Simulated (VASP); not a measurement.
# WC (P1) in VASP: notebook

WC is run at these levels: PBEsol; tasks: single point.

All numbers are computed with VASP 6.6.1; they aren't measurements. Logs are shortened: lines on timing, memory, paths and dates and some standing lists are left out, and cuts for length are marked.

### Step 1. The cell of the first run

The typed cell holds 2 atoms: a = 2.901 Å, b = 2.901 Å, c = 2.829 Å, α = 90.00°, β = 90.00°, γ = 120.00°.

### Step 2. Single point, PBEsol (atom 1 (W) moved by (-0.225, -0.225) A along [1 1 0] and z)

Contents of INCAR:

```
PREC = Accurate
ENCUT = 520
EDIFF = 1E-6
ISMEAR = 0
SIGMA = 0.15
LREAL = F
LASPH = T
NELM = 100
ALGO = Normal
ISIF = 2
LWAVE = F
LCHARG = F
GGA = PS
NBANDS = 16
```

Contents of KPOINTS:

```
Automatic mesh
0
Gamma
  6 6 6
```

Contents of POSCAR:

```
WC
1.0
    2.9005014360      0.0000000000      0.0000000000
   -1.4502507180      2.5119079273      0.0000000000
    0.0000000000      0.0000000000      2.8290000000
W C
1 1
Direct
   -0.0865212091     -0.0633379210     -0.0795334040
    0.6666666667      0.3333333333      0.5000000000
```

Potentials or basis: VASP PAW PBE potentials, release 64 (W_sv, C).

Launch:

```
> cat potpaw_PBE.64/W_sv/POTCAR potpaw_PBE.64/C/POTCAR > POTCAR
> mpirun -np 1 vasp_std > vasp.out
```

OUTCAR:

```text
PREC = Accurate
   ENCUT = 520
   EDIFF = 1E-6
   ISMEAR = 0
   LREAL = F
   LASPH = T
   NELM = 100
   ISIF = 2
   GGA = PS

 ion  position               nearest neighbor table
   1  0.913  0.937  0.920-   2 1.93   2 2.02   2 2.24   2 2.24   2 2.31   2 2.50
   2  0.667  0.333  0.500-   1 1.93   1 2.02   1 2.24   1 2.24   1 2.31   1 2.50

  LATTYP: Found a hexagonal cell.
 ALAT       =     2.9005014360
 C/A-ratio  =     0.9753485949

  Lattice vectors:

 A1 = (   2.9005014360,   0.0000000000,   0.0000000000)
 A2 = (  -1.4502507180,   2.5119079273,   0.0000000000)
 A3 = (   0.0000000000,   0.0000000000,   2.8290000000)

Analysis of symmetry for initial positions (statically):
=====================================================================
 Subroutine PRICEL returns:
 Original cell was already a primitive cell.

 Routine SETGRP: Setting up the symmetry group for a
 hexagonal supercell.

 Subroutine GETGRP returns: Found  1 space group operations
 (whereof  1 operations were pure point group operations)
 out of a pool of 24 trial point group operations.

The static configuration has the point symmetry C_1 .

Analysis of symmetry for dynamics (positions and initial velocities):
=====================================================================
 Subroutine PRICEL returns:
 Original cell was already a primitive cell.

 Routine SETGRP: Setting up the symmetry group for a
 hexagonal supercell.

 Subroutine GETGRP returns: Found  1 space group operations
 (whereof  1 operations were pure point group operations)
 out of a pool of 24 trial point group operations.

The dynamic configuration has the point symmetry C_1 .

 Subroutine INISYM returns: Found  1 space group operations
 (whereof  1 operations are pure point group operations),
 and found     1 'primitive' translations

----------------------------------------------------------------------------------------

                                     Primitive cell

  volume of cell :      20.6115

  direct lattice vectors                    reciprocal lattice vectors
     2.900501436  0.000000000  0.000000000     0.344767973  0.199051882  0.000000000
    -1.450250718  2.511907927  0.000000000     0.000000000  0.398103764  0.000000000
     0.000000000  0.000000000  2.829000000     0.000000000  0.000000000  0.353481796

  length of vectors
[... 81 lines left out ...]
   NELM   =    100;   NELMIN=  2; NELMDL= -5     # of ELM steps
   EDIFF  = 0.1E-05   stopping-criterion for ELM
   LREAL  =      F    real-space projection
   EDIFFG = 0.1E-04   stopping-criterion for IOM
   NSW    =      0    number of steps for IOM
   IBRION =     -1    ionic relax: 0-MD 1-quasi-New 2-CG
   NFREE  =      0    steps in history (QN), initial steepest desc. (CG)
   ISIF   =      2    stress and relaxation
   ISYM   =      2    0-nonsym 1-usesym 2-fastsym
   POTIM  = 0.5000    time-step for ionic-motion
   TEBEG  =    0.0;   TEEND  =   0.0 temperature during run
   PSTRESS=    0.0 pullay stress
   NELECT =      18.0000    total number of electrons
   NUPDOWN=      -1.0000    fix difference up-down
   EMIN   =  10.00;   EMAX   =-10.00  energy-range for DOS
   EFERMI =   0.00;   METHOD = LEGACY
   ISMEAR =     0;   SIGMA  =   0.15  broadening in eV -4-tet -1-fermi 0-gaus
   EFERMI_NEDOS =   21; number of points for ismear=-14 and -15
   IALGO  =     38    algorithm
   IMIX   =      4    mixing-type and parameters
     AMIX     =   0.40;   BMIX     =  1.00
     AMIX_MAG =   1.60;   BMIX_MAG =  1.00
  volume/ion in A,a.u.               =      10.31        69.55
  Fermi-wavevector in a.u.,A,eV,Ry     =   1.564813  2.957068 33.315762  2.448639
  Thomas-Fermi vector in A             =   2.667381
   LORBIT       =      0    0 simple, 1 ext, 2 COOP (PROOUT), +10 PAW based schemes
   GGA     = PS    functional components
   LHFCALC =     F    Hartree Fock is set to
   AEXX    =    0.0000 exact exchange contribution
   IVDW    =     0    specifies the selected vdW correction
   LEPSILON=     F    determine dielectric tensor
   LRPA    =     F    only Hartree local field effects (RPA)
 non-spin polarized calculation
 Gauss-broadening in eV      SIGMA  =   0.15
  energy-cutoff  :      520.00
  volume of cell :       20.61
 maximum number of plane-waves:       580
 NGX is ok and might be reduce to    24
   NGX = 11   NGY = 11   NGZ = 11

 number of electron      18.0000000 magnetization

 Free energy of the ion-electron system (eV)
  ---------------------------------------------------
  ext. energy  EPLUGINS =         0.00000000
  ---------------------------------------------------
  free energy    TOTEN  =       -23.10339558 eV

  energy without entropy =      -23.09979440  energy(sigma->0) =      -23.10159499

 E-fermi :  11.3063     XC(G=0): -13.9217

 val. band max:       11.2483415736   @ k =   0.0000   0.1667   0.5000
 cond. band min:      11.4062090305   @ k =   0.1667  -0.0000   0.5000
 fundamental gap:      0.1578674569
 Fermi energy:        11.3062955883

 k-point     1 :       0.0000    0.0000    0.0000
  band No.  band energies     occupation
      1     -62.7565      2.00000
      2     -26.8095      2.00000
      3     -26.7160      2.00000
      4     -26.6576      2.00000
      5      -3.4452      2.00000
      6       5.9848      2.00000
[... 433 lines left out ...]
      3     -26.9018      2.00000
      4     -26.7064      2.00000
      5      -2.1281      2.00000
      6       5.7084      2.00000
[... 8 lines left out ...]
     15      24.3333      0.00000
     16      28.1463      0.00000

 [... further k-points ...]

------------------------ aborting loop because EDIFF is reached ----------------------------------------

  FORCE on cell =-STRESS in cart. coord.  units (eV):
  Direction    XX          YY          ZZ          XY          YZ          ZX
  --------------------------------------------------------------------------------------
  -------------------------------------------------------------------------------------
  Total        0.7568620      3.5760214      3.3354583     -1.2503659      1.8555980      1.0900201
  in kB       58.8325337    277.9719334    259.2724371    -97.1936620    144.2396769     84.7296320
  external PRESSURE =     198.6923014 kB  Pullay stress =       0.0000000 kB

 VOLUME and BASIS-vectors are now :
 -----------------------------------------------------------------------------
  energy-cutoff  :      520.00
  volume of cell :       20.61
      direct lattice vectors                 reciprocal lattice vectors
     2.900501436  0.000000000  0.000000000     0.344767973  0.199051882  0.000000000
    -1.450250718  2.511907927  0.000000000     0.000000000  0.398103764  0.000000000
     0.000000000  0.000000000  2.829000000     0.000000000  0.000000000  0.353481796

 POSITION                                       TOTAL-FORCE (eV/Angst)
 -----------------------------------------------------------------------------------
      1.29115      2.35281      2.60400         2.090112      2.889042      3.910051
      1.45025      0.83730      1.41450        -2.090112     -2.889042     -3.910051
 -----------------------------------------------------------------------------------
    total drift:                                0.000072     -0.000073     -0.000626

  FREE ENERGIE OF THE ION-ELECTRON SYSTEM (eV)
  ---------------------------------------------------
  free  energy   TOTEN  =       -23.1033955825 eV

  energy  without entropy=      -23.0997943952  energy(sigma->0) =      -23.10159499
```

stdout:

```text
POSCAR found type information on POSCAR W C
 POSCAR found :  2 types and       2 ions
 scaLAPACK will be used
 -----------------------------------------------------------------------------
|                                                                             |
|                                                                             |
|     You enforced a specific xc type in the INCAR file but a different       |
|     I HOPE YOU KNOW WHAT YOU ARE DOING!                                     |
|                                                                             |
 -----------------------------------------------------------------------------

 LDA part: xc-table for (Slater+PW92), standard interpolation
 POSCAR, INCAR and KPOINTS ok, starting setup
 FFT: planning ... GRIDC
 FFT: planning ... GRID_SOFT
 FFT: planning ... GRID
 WAVECAR not read
 entering main loop
```

It took 19 s on 1 thread of AMD EPYC 9R45 (Zen 5), shared host; peak memory 0.14 GiB.

What came out:

```
Free energy            : -23.1034 eV
Pressure               : 19.9 GPa
Largest force          : 5.292 eV/Å
Band gap on the k mesh : zero (band 9 reaches 12.23 eV, above the bottom of band 10 at 11.19 eV)
```

Forces on the atoms (eV/Å):
```
W    2.090  2.889  3.910
C   -2.090 -2.889 -3.910
```

Levels at points of the mesh, in eV from the Fermi level:
```
           k point  band 5  band 6  band 7  band 8  band 9  band 10  band 11  band 12  band 13  band 14
(0.00, 0.00, 0.00)  -14.75   -5.32   -4.06   -3.58    0.59     2.04     3.28     4.70     5.46     8.30
(0.50, 0.00, 0.00)  -12.03   -6.74   -4.52   -2.57   -1.51     2.57     4.40     4.73     5.02    10.47
(0.00, 0.50, 0.00)  -10.96   -7.83   -4.54   -3.97   -0.52     2.71     3.80     4.62     6.12    11.00
(0.50, 0.50, 0.00)  -11.20   -7.54   -4.75   -3.88   -0.26     2.61     3.93     4.80     6.10    10.64
(0.00, 0.00, 0.50)  -10.96   -8.75   -3.97   -2.17   -0.72    -0.12     2.64     4.10     6.87     9.57
(0.50, 0.00, 0.50)  -10.98   -7.65   -5.36   -4.93    0.92     4.09     5.05     6.15     9.26    10.17
(0.00, 0.50, 0.50)  -12.00   -6.51   -4.27   -3.71   -0.51     4.08     5.12     5.54     8.78     9.78
(0.50, 0.50, 0.50)  -11.82   -6.72   -4.51   -3.79   -0.26     3.88     5.08     5.23     8.90    10.04
```

Caveat: the k points lie up to 0.42 Å⁻¹ apart; the cell differs from its parent crystal (atom 1 (W) moved by (-0.225, -0.225) A along [1 1 0] and z); the PAW data sets were made with another functional, which shifts forces and pressure a little; spin-orbit coupling is left out, which moves the levels of the heavy elements.

### Step 3. Single point, PBEsol (atom 1 (W) moved by (+0.225, -0.225) A along [1 1 0] and z)

Contents of INCAR:

```
SYSTEM = WC
  PREC = Accurate
  ENCUT = 520
  EDIFF = 1E-6
  ISMEAR = 0
  SIGMA = 0.15
  LREAL = .FALSE.
  LASPH = .TRUE.
  NELM = 100
  ALGO = Normal
  ISIF = 2
  LWAVE = .FALSE.
  LCHARG = .TRUE.
  GGA = PS
  LELF = .TRUE.
  LVHAR = .TRUE.
  NBANDS = 16
```

Contents of KPOINTS:

```
Automatic mesh
0
G
  6 6 6
  0 0 0
```

POSCAR: that of step 2 with these lines changed.

```diff
@@ -8,3 +8,3 @@
 Direct
-   -0.0865212091     -0.0633379210     -0.0795334040
+    0.0865212091      0.0633379210     -0.0795334040
     0.6666666667      0.3333333333      0.5000000000
```

Potentials or basis: VASP PAW PBE potentials, release 64 (W_sv, C).

Launch:

```
> cat potpaw_PBE.64/W_sv/POTCAR potpaw_PBE.64/C/POTCAR > POTCAR
> mpirun -np 1 vasp_std > vasp.out
```

OUTCAR:

```text
SYSTEM = WC
   PREC = Accurate
   ENCUT = 520
   EDIFF = 1E-6
   ISMEAR = 0
   LREAL = .FALSE.
   LASPH = .TRUE.
   NELM = 100
   ISIF = 2
   GGA = PS

 ion  position               nearest neighbor table
   1  0.087  0.063  0.920-   2 1.88   2 2.11   2 2.19   2 2.19   2 2.40   2 2.46
   2  0.667  0.333  0.500-   1 1.88   1 2.11   1 2.19   1 2.19   1 2.40   1 2.46

  LATTYP: Found a hexagonal cell.
 ALAT       =     2.9005014360
 C/A-ratio  =     0.9753485949

  Lattice vectors:

 A1 = (   2.9005014360,   0.0000000000,   0.0000000000)
 A2 = (  -1.4502507180,   2.5119079273,   0.0000000000)
 A3 = (   0.0000000000,   0.0000000000,   2.8290000000)

Analysis of symmetry for initial positions (statically):
=====================================================================
 Subroutine PRICEL returns:
 Original cell was already a primitive cell.

 Routine SETGRP: Setting up the symmetry group for a
 hexagonal supercell.

 Subroutine GETGRP returns: Found  1 space group operations
 (whereof  1 operations were pure point group operations)
 out of a pool of 24 trial point group operations.

The static configuration has the point symmetry C_1 .

Analysis of symmetry for dynamics (positions and initial velocities):
[... 157 lines left out ...]

  energy without entropy =      -23.01312088  energy(sigma->0) =      -23.01555777

 E-fermi :  11.2892     XC(G=0): -13.9175

 val. band max:       11.2653407938   @ k =  -0.1667   0.1667   0.5000
 cond. band min:      11.3082903222   @ k =  -0.1667   0.1667   0.3333
 fundamental gap:      0.0429495284
 Fermi energy:        11.2891903678

 k-point     1 :       0.0000    0.0000    0.0000
  band No.  band energies     occupation
      1     -62.7509      2.00000
      2     -26.8343      2.00000
      3     -26.6904      2.00000
      4     -26.6609      2.00000
      5      -3.4315      2.00000
      6       5.8777      2.00000
[... 433 lines left out ...]
      3     -26.8721      2.00000
      4     -26.7133      2.00000
      5      -2.1322      2.00000
      6       5.7502      2.00000
[... 8 lines left out ...]
     15      24.3601      0.00000
     16      27.8189      0.00000

 [... further k-points ...]
[... 5 lines left out ...]
  --------------------------------------------------------------------------------------
  -------------------------------------------------------------------------------------
  Total        3.7651223      0.8101898      3.7133468      1.6333607     -1.8408358     -2.6192896
  in kB      292.6711511     62.9778179    288.6465358    126.9646844   -143.0921757   -203.6030830
  external PRESSURE =     214.7651683 kB  Pullay stress =       0.0000000 kB

 VOLUME and BASIS-vectors are now :
 -----------------------------------------------------------------------------
  energy-cutoff  :      520.00
  volume of cell :       20.61
      direct lattice vectors                 reciprocal lattice vectors
     2.900501436  0.000000000  0.000000000     0.344767973  0.199051882  0.000000000
    -1.450250718  2.511907927  0.000000000     0.000000000  0.398103764  0.000000000
     0.000000000  0.000000000  2.829000000     0.000000000  0.000000000  0.353481796

 POSITION                                       TOTAL-FORCE (eV/Angst)
 -----------------------------------------------------------------------------------
      0.15910      0.15910      2.60400        -3.676378     -2.865853      4.106280
      1.45025      0.83730      1.41450         3.676378      2.865853     -4.106280
 -----------------------------------------------------------------------------------
    total drift:                                0.000203      0.000060     -0.000613

  FREE ENERGIE OF THE ION-ELECTRON SYSTEM (eV)
  ---------------------------------------------------
  free  energy   TOTEN  =       -23.0179946703 eV

  energy  without entropy=      -23.0131208752  energy(sigma->0) =      -23.01555777
```

stdout:

```text
POSCAR found type information on POSCAR W C
 POSCAR found :  2 types and       2 ions
 scaLAPACK will be used
 -----------------------------------------------------------------------------
|                                                                             |
|                                                                             |
|     You enforced a specific xc type in the INCAR file but a different       |
|     I HOPE YOU KNOW WHAT YOU ARE DOING!                                     |
|                                                                             |
 -----------------------------------------------------------------------------

 LDA part: xc-table for (Slater+PW92), standard interpolation
 POSCAR, INCAR and KPOINTS ok, starting setup
 FFT: planning ... GRIDC
 FFT: planning ... GRID_SOFT
 FFT: planning ... GRID
 WAVECAR not read
 entering main loop
```

It took 20 s on 1 thread of AMD EPYC 9R45 (Zen 5), shared host; peak memory 0.14 GiB.

What came out:

| Quantity | Value |
| --- | --- |
| Free energy | -23.0180 eV |
| Pressure | 21.5 GPa |
| Largest force | 6.212 eV/Å |
| Band gap on the k mesh | zero (band 9 reaches 11.93 eV, above the bottom of band 10 at 11.17 eV) |

Forces in eV/Å, atoms in the order of the input:
```
W   -3.676 -2.866  4.106
C    3.676  2.866 -4.106
```

Stress tensor (GPa, compression positive):
```
 29.27  12.70 -20.36
 12.70   6.30 -14.31
-20.36 -14.31  28.86
```

Caveat: the k points lie up to 0.42 Å⁻¹ apart; the cell differs from its parent crystal (atom 1 (W) moved by (+0.225, -0.225) A along [1 1 0] and z); the PAW data sets were made with another functional, which shifts forces and pressure a little; spin-orbit coupling is left out, which moves the levels of the heavy elements.
